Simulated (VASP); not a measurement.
# Hf4Br (F-43m) in VASP: further runs, part 2 of 2

VASP 6.6.1. Earlier steps stand in the parts before.

## 5. Relaxation of cell and atoms, PBE

INCAR reads:

```
SYSTEM = Hf4Br
ALGO = Normal ; EDIFF = 1E-6
EDIFFG = -0.04 ; ENCUT = 600
GGA = PE ; IBRION = 2
ISIF = 3 ; ISMEAR = 0
LASPH = .TRUE. ; LCHARG = .FALSE.
LREAL = .FALSE. ; LWAVE = .FALSE.
NELM = 100 ; NSW = 90
PREC = Accurate ; SIGMA = 0.1
```

KPOINTS reads:

```
k-points
0
G
  4 4 4
  0 0 0
```

POSCAR reads:

```
Hf4Br
1.0
    0.0000000000      4.0724586400      4.0724586400
    4.0724586400      0.0000000000      4.0724586400
    4.0724586400      4.0724586400      0.0000000000
Hf Br
4 1
Direct
    0.3637677600      0.3637677600      0.3637677600
    0.3637677600      0.3637677600      0.9086967300
    0.3637677600      0.9086967300      0.3637677600
    0.9086967300      0.3637677600      0.3637677600
    0.7500000000      0.7500000000      0.7500000000
```

Launch:

```sh
$ cat potpaw_PBE.64/Hf_pv/POTCAR potpaw_PBE.64/Br/POTCAR > POTCAR
$ mpirun -np 1 vasp_std > vasp.out
```

It took 7.3 min on 1 thread of AMD EPYC, shared host; peak memory 0.32 GiB.

Results (log left out):

| Item | Value |
| --- | --- |
| Free energy | -35.2157 eV |
| Relaxed volume | 29.47 Å³/atom |
| Relaxed cell | a = 5.929 Å, b = 5.929 Å, c = 5.929 Å, α = 60.00°, β = 60.00°, γ = 60.00° |
| Space group after relaxing (to 0.05 Å) | F-43m (No. 216) |
| Energy gained by relaxing | 247.7 meV/atom |
| Ionic steps | 6 |
| Pressure after relaxing | 0.1 GPa |
| Largest force after relaxing | 0.033 eV/Å |

Forces in eV/Å, atoms in the order of the input:
```
Hf   0.019  0.019  0.019
Hf  -0.019 -0.019  0.019
Hf  -0.019  0.019 -0.019
Hf   0.019 -0.019 -0.019
Br   0.000  0.000  0.000
```

The path:
| step | energy change (eV) | largest force (eV/Å) | pressure (GPa) | volume (Å³) |
| --- | --- | --- | --- | --- |
| 1 | 0.0000 | 3.8210 | 7.96 | 135.08 |
| 2 | -0.9617 | 0.6267 | -4.05 | 163.07 |
| 3 | -1.2029 | 0.2827 | -1.50 | 152.77 |
| 4 | -1.2033 | 0.3257 | -1.37 | 152.40 |
| 5 | -1.2386 | 0.0529 | -0.01 | 147.66 |
| 6 | -1.2387 | 0.0332 | 0.07 | 147.36 |

Final structure:
```
CELL_PARAMETERS angstrom
0.00000 4.19232 4.19232
4.19232 0.00000 4.19232
4.19232 4.19232 0.00000
ATOMIC_POSITIONS crystal
Hf 0.37364 0.37364 0.37364
Hf 0.37364 0.37364 0.87908
Hf 0.37364 0.87908 0.37364
Hf 0.87908 0.37364 0.37364
Br 0.75000 0.75000 0.75000
```

Levels at points of the mesh, in eV from the Fermi level:
| k point | band 19 | band 20 | band 21 | band 22 | band 23 | band 24 | band 25 | band 26 | band 27 | band 28 |
| --- | --- | --- | --- | --- | --- | --- | --- | --- | --- | --- |
| (0.00, 0.00, 0.00) | -2.31 | -2.31 | -2.29 | -0.51 | -0.51 | -0.01 | -0.01 | -0.01 | 2.58 | 3.34 |
| (0.50, 0.00, 0.00) | -1.64 | -1.64 | -1.18 | -0.39 | 0.02 | 0.02 | 0.30 | 0.75 | 0.75 | 0.92 |
| (0.50, 0.50, 0.00) | -0.69 | -0.60 | -0.60 | -0.57 | -0.26 | 0.08 | 0.41 | 0.49 | 0.49 | 0.92 |

Caveat: spin-orbit coupling is left out, which moves the levels of the heavy elements; an odd number of electrons without spin polarisation forces a metal; a magnetic or distorted state may lie lower.

## 6. Relaxation of cell and atoms, PBE

This run uses another cell than the first one, of 29.58 Å³/atom, 1.095 times its volume.

INCAR reads:

```
SYSTEM = Hf4Br
ALGO = Normal ; EDIFF = 1E-6
EDIFFG = -0.01 ; ENCUT = 600
GGA = PE ; IBRION = 2
ISIF = 3 ; ISMEAR = 0
LASPH = .True. ; LCHARG = .False.
LREAL = .False. ; LWAVE = .False.
NELM = 80 ; NSW = 100
PREC = Accurate ; SIGMA = 0.1
```

KPOINTS reads:

```
k-points
0
Gamma
  8 8 8
  0 0 0
```

POSCAR reads:

```
Hf4Br
1.0
    0.0000000000      4.1974064844      4.1974064844
    4.1974064844      0.0000000000      4.1974064844
    4.1974064844      4.1974064844      0.0000000000
Hf Br
4 1
Direct
    0.6262332161      0.1213003517      0.6262332161
    0.6262332161      0.6262332161      0.6262332161
    0.1213003517      0.6262332161      0.6262332161
    0.6262332161      0.6262332161      0.1213003517
    0.2500000000      0.2500000000      0.2500000000
```

Potentials or basis: VASP PAW PBE potentials, release 64 (Hf_pv, Br).

Launch:

```sh
$ cat potpaw_PBE.64/Hf_pv/POTCAR potpaw_PBE.64/Br/POTCAR > POTCAR
$ mpirun -np 1 vasp_std > vasp.out
```

OUTCAR:

```text
SYSTEM = Hf4Br
   EDIFF = 1E-6
   EDIFFG = -0.01
   ENCUT = 600
   GGA = PE
   IBRION = 2
   ISIF = 3
   ISMEAR = 0
   LASPH = .True.
   LREAL = .False.
   NELM = 80
   NSW = 100
   PREC = Accurate

 ion  position               nearest neighbor table
   1  0.626  0.121  0.626-   2 2.94   3 2.94   4 2.94   4 3.00   2 3.00   3 3.00
   2  0.626  0.626  0.626-   1 2.94   3 2.94   4 2.94   4 3.00   1 3.00   3 3.00
   3  0.121  0.626  0.626-   1 2.94   2 2.94   4 2.94   2 3.00   4 3.00   1 3.00
   4  0.626  0.626  0.121-   1 2.94   2 2.94   3 2.94   2 3.00   1 3.00   3 3.00
   5  0.250  0.250  0.250-

  LATTYP: Found a face centered cubic cell.
 ALAT       =     8.3948129688

  Lattice vectors:

 A1 = (   0.0000000000,   4.1974064844,   4.1974064844)
 A2 = (   4.1974064844,   0.0000000000,   4.1974064844)
 A3 = (   4.1974064844,   4.1974064844,   0.0000000000)

Analysis of symmetry for initial positions (statically):
=====================================================================
 Subroutine PRICEL returns:
 Original cell was already a primitive cell.

 Routine SETGRP: Setting up the symmetry group for a
 face centered cubic supercell.

 Subroutine GETGRP returns: Found 24 space group operations
 (whereof 24 operations were pure point group operations)
 out of a pool of 48 trial point group operations.

The static configuration has the point symmetry T_d .

Analysis of symmetry for dynamics (positions and initial velocities):
=====================================================================
 Subroutine PRICEL returns:
 Original cell was already a primitive cell.

 Routine SETGRP: Setting up the symmetry group for a
 face centered cubic supercell.

 Subroutine GETGRP returns: Found 24 space group operations
 (whereof 24 operations were pure point group operations)
 out of a pool of 48 trial point group operations.

The dynamic configuration has the point symmetry T_d .

 Subroutine INISYM returns: Found 24 space group operations
 (whereof 24 operations are pure point group operations),
 and found     1 'primitive' translations

----------------------------------------------------------------------------------------

                                     Primitive cell

  volume of cell :     147.9017

  direct lattice vectors                    reciprocal lattice vectors
     0.000000000  4.197406484  4.197406484    -0.119121177  0.119121177  0.119121177
     4.197406484  0.000000000  4.197406484     0.119121177 -0.119121177  0.119121177
     4.197406484  4.197406484  0.000000000     0.119121177  0.119121177 -0.119121177

  length of vectors
     5.936029177  5.936029177  5.936029177     0.206323931  0.206323931  0.206323931

  position of ions in fractional coordinates (direct lattice)
     0.626233216  0.121300352  0.626233216
[... 113 lines left out ...]
   LEPSILON=     F    determine dielectric tensor
   LRPA    =     F    only Hartree local field effects (RPA)
 conjugate gradient relaxation of ions
 non-spin polarized calculation
 Gauss-broadening in eV      SIGMA  =   0.10
  energy-cutoff  :      600.00
  volume of cell :      147.90
 maximum number of plane-waves:      4962
   NGX = 23   NGY = 23   NGZ = 23

--------------------------------------- Ionic step        1  -------------------------------------------

 number of electron      47.0000001 magnetization

 Free energy of the ion-electron system (eV)
  ---------------------------------------------------
  ext. energy  EPLUGINS =         0.00000000
  ---------------------------------------------------
  free energy    TOTEN  =       -35.21576720 eV

  energy without entropy =      -35.16440186  energy(sigma->0) =      -35.19008453

------------------------ aborting loop because EDIFF is reached ----------------------------------------

  FORCE on cell =-STRESS in cart. coord.  units (eV):
  Direction    XX          YY          ZZ          XY          YZ          ZX
  --------------------------------------------------------------------------------------
  -------------------------------------------------------------------------------------
  Total       -0.1742230     -0.1742230     -0.1742230      0.0000000     -0.0000000     -0.0000000
  in kB       -1.8873090     -1.8873090     -1.8873090      0.0000000     -0.0000000     -0.0000000
  external PRESSURE =      -1.8873090 kB  Pullay stress =       0.0000000 kB

 VOLUME and BASIS-vectors are now :
 -----------------------------------------------------------------------------
  energy-cutoff  :      600.00
  volume of cell :      147.90
      direct lattice vectors                 reciprocal lattice vectors
     0.000000000  4.197406484  4.197406484    -0.119121177  0.119121177  0.119121177
     4.197406484  0.000000000  4.197406484     0.119121177 -0.119121177  0.119121177
     4.197406484  4.197406484  0.000000000     0.119121177  0.119121177 -0.119121177

 POSITION                                       TOTAL-FORCE (eV/Angst)
 -----------------------------------------------------------------------------------
      3.13770      5.25711      3.13770        -0.007703      0.007703     -0.007703
      5.25711      5.25711      5.25711         0.007703      0.007703      0.007703
      5.25711      3.13770      3.13770         0.007703     -0.007703     -0.007703
      3.13770      3.13770      5.25711        -0.007703     -0.007703      0.007703
      2.09870      2.09870      2.09870        -0.000000     -0.000000     -0.000000
 -----------------------------------------------------------------------------------
    total drift:                                0.000000      0.000000      0.000000

  FREE ENERGIE OF THE ION-ELECTRON SYSTEM (eV)
  ---------------------------------------------------
  free  energy   TOTEN  =       -35.2157671991 eV

  energy  without entropy=      -35.1644018557  energy(sigma->0) =      -35.19008453

--------------------------------------- Ionic step        2  -------------------------------------------

 number of electron      47.0000001 magnetization

 Free energy of the ion-electron system (eV)
  ---------------------------------------------------
  ext. energy  EPLUGINS =         0.00000000
  ---------------------------------------------------
  free energy    TOTEN  =       -35.21610468 eV

  energy without entropy =      -35.16498445  energy(sigma->0) =      -35.19054456

 E-fermi :   3.1037     XC(G=0):  -9.5476

 val. band max:        3.0977907334   @ k =  -0.2500   0.3750   0.1250
 cond. band min:       3.1066852402   @ k =  -0.3750   0.5000   0.1250
 fundamental gap:      0.0088945068
 Fermi energy:         3.1037141598

 k-point     1 :       0.0000    0.0000    0.0000
  band No.  band energies     occupation
      1     -28.2810      2.00000
      2     -27.9949      2.00000
      3     -27.9949      2.00000
      4     -27.9949      2.00000
      5     -27.8929      2.00000
      6     -27.8929      2.00000
[... 733 lines left out ...]
     27       3.5922      0.00000
     28       3.9391      0.00000

 [... further k-points ...]
[... 5 lines left out ...]
  --------------------------------------------------------------------------------------
  -------------------------------------------------------------------------------------
  Total        0.0395948      0.0395948      0.0395948     -0.0000000      0.0000000      0.0000000
  in kB        0.4310900      0.4310900      0.4310900     -0.0000000      0.0000000      0.0000000
  external PRESSURE =       0.4310900 kB  Pullay stress =       0.0000000 kB

 VOLUME and BASIS-vectors are now :
 -----------------------------------------------------------------------------
  energy-cutoff  :      600.00
  volume of cell :      147.16
      direct lattice vectors                 reciprocal lattice vectors
     0.000000000  4.190350661  4.190350661    -0.119321756  0.119321756  0.119321756
     4.190350661 -0.000000000  4.190350661     0.119321756 -0.119321756  0.119321756
     4.190350661  4.190350661 -0.000000000     0.119321756  0.119321756 -0.119321756

 POSITION                                       TOTAL-FORCE (eV/Angst)
 -----------------------------------------------------------------------------------
      3.13206      5.24864      3.13206        -0.001115      0.001115     -0.001115
      5.24864      5.24864      5.24864         0.001115      0.001115      0.001115
      5.24864      3.13206      3.13206         0.001115     -0.001115     -0.001115
      3.13206      3.13206      5.24864        -0.001115     -0.001115      0.001115
      2.09518      2.09518      2.09518         0.000000     -0.000000     -0.000000
 -----------------------------------------------------------------------------------
    total drift:                                0.000000      0.000000      0.000000

  FREE ENERGIE OF THE ION-ELECTRON SYSTEM (eV)
  ---------------------------------------------------
  free  energy   TOTEN  =       -35.2161046773 eV

  energy  without entropy=      -35.1649844451  energy(sigma->0) =      -35.19054456

 reached required accuracy - stopping structural energy minimisation
```

OSZICAR:

```text
N       E                     dE             d eps       ncg     rms          rms(c)
DAV:   1     0.238094391527E+03    0.23809E+03   -0.27000E+04  1752   0.168E+03
[... 15 lines left out ...]
       N       E                     dE             d eps       ncg     rms          rms(c)
DAV:   1    -0.352220518537E+02   -0.62847E-02   -0.14503E-01  1676   0.233E+00    0.698E-01
DAV:   2    -0.352173236647E+02    0.47282E-02   -0.10565E-02  1724   0.573E-01    0.224E-01
DAV:   3    -0.352161827465E+02    0.11409E-02   -0.31469E-03  1808   0.282E-01    0.979E-02
DAV:   4    -0.352161056441E+02    0.77102E-04   -0.29647E-04  2256   0.867E-02    0.699E-02
DAV:   5    -0.352161037411E+02    0.19031E-05   -0.41822E-05  1916   0.317E-02    0.303E-02
DAV:   6    -0.352161046773E+02   -0.93624E-06   -0.54884E-06  1848   0.995E-03
   2 F= -.35216105E+02 E0= -.35190545E+02  d E =-.337478E-03
```

CONTCAR:

```text
Hf4Br
   1.00000000000000
     0.0000000000000000    4.1903506605000649    4.1903506605000649
     4.1903506605000649   -0.0000000000000000    4.1903506605000649
     4.1903506605000649    4.1903506605000649   -0.0000000000000000
  Hf              Br
     4     1
Direct
     0.6262774809250073    0.1211675572249708    0.6262774809250073
     0.6262774809250073    0.6262774809250073    0.6262774809250073
     0.1211675572249708    0.6262774809250073    0.6262774809250073
     0.6262774809250073    0.6262774809250073    0.1211675572249708
     0.2500000000000000    0.2500000000000000    0.2500000000000000

  0.00000000E+00  0.00000000E+00  0.00000000E+00
  0.00000000E+00  0.00000000E+00  0.00000000E+00
  0.00000000E+00  0.00000000E+00  0.00000000E+00
  0.00000000E+00  0.00000000E+00  0.00000000E+00
  0.00000000E+00  0.00000000E+00  0.00000000E+00
```

Wall time 8.3 min (1 thread of AMD EPYC, shared host); peak memory 0.38 GiB.

What came out:

```
Free energy                            : -35.2161 eV
Relaxed volume                         : 29.43 Å³/atom
Relaxed cell                           : a = 5.926 Å, b = 5.926 Å, c = 5.926 Å, α = 60.00°, β = 60.00°, γ = 60.00°
Space group after relaxing (to 0.05 Å) : F-43m (No. 216)
Energy gained by relaxing              : 0.1 meV/atom
Ionic steps                            : 2
Pressure after relaxing                : 0.0 GPa
```

Step by step:
```tsv
step	energy change (eV)	largest force (eV/Å)	pressure (GPa)	volume (Å³)
1	0.0000	0.0133	-0.19	147.90
2	-0.0003	0.0019	0.04	147.16
```

Final structure:
```cif
data_structure
_symmetry_space_group_name_H-M 'P 1'
_symmetry_Int_Tables_number 1
_cell_length_a 5.9261
_cell_length_b 5.9261
_cell_length_c 5.9261
_cell_angle_alpha 60.000
_cell_angle_beta 60.000
_cell_angle_gamma 60.000
_cell_volume 147.16
loop_
_atom_site_label
_atom_site_type_symbol
_atom_site_fract_x
_atom_site_fract_y
_atom_site_fract_z
_atom_site_occupancy
Hf1 Hf 0.62628 0.12117 0.62628 1
Hf2 Hf 0.62628 0.62628 0.62628 1
Hf3 Hf 0.12117 0.62628 0.62628 1
Hf4 Hf 0.62628 0.62628 0.12117 1
Br1 Br 0.25000 0.25000 0.25000 1
```

Levels at points of the mesh, in eV from the Fermi level:
```csv
k point,band 20,band 21,band 22,band 23,band 24,band 25,band 26,band 27
"(0.00, 0.00, 0.00)",-2.31,-2.28,-0.51,-0.51,0.00,0.00,0.00,2.59
"(0.50, 0.00, 0.00)",-1.63,-1.17,-0.39,0.03,0.03,0.30,0.76,0.76
"(0.50, 0.50, 0.00)",-0.59,-0.59,-0.56,-0.25,0.09,0.41,0.50,0.50
```

Caveat: spin-orbit coupling is left out, which moves the levels of the heavy elements; an odd number of electrons without spin polarisation forces a metal; a magnetic or distorted state may lie lower.

## 7. Overview

| task | cell | k mesh | cutoff (eV) | gap on the mesh (eV) | pressure (GPa) | relaxed volume (Å³/atom) | largest force (eV/Å) |
| --- | --- | --- | --- | --- | --- | --- | --- |
| single point | a = 5.759 Å, angles 60.0°, 5 atoms | 4 × 4 × 4 | 520 | none | 8.0 | - | 3.82 |
| single point | a = 5.936 Å, angles 60.0°, 5 atoms | 4 × 4 × 4 | 520 | none | -0.1 | - | - |
| single point | a = 5.936 Å, angles 60.0°, 5 atoms | 8 × 8 × 8 | 520 | none | -0.2 | - | 0.01 |
| relaxation of cell and atoms | relaxed from a = 5.759 Å, angles 60.0°, 5 atoms | 4 × 4 × 4 | 600 | none | 0.1 | 29.47 | 0.03 |
| relaxation of cell and atoms | relaxed from a = 5.936 Å, angles 60.0°, 5 atoms | 8 × 8 × 8 | 600 | none | 0.0 | 29.43 | - |

Alike in all rows: level PBE; potentials or basis VASP PAW PBE potentials, release 64 (Hf_pv, Br); no spin polarisation; smearing gaussian 0.1 eV.

Caveats: spin-orbit coupling is left out, which moves the levels of the heavy elements; an odd number of electrons without spin polarisation forces a metal; a magnetic or distorted state may lie lower.

Total energies depend on the potentials used, so only differences within one code and one set of settings carry meaning.
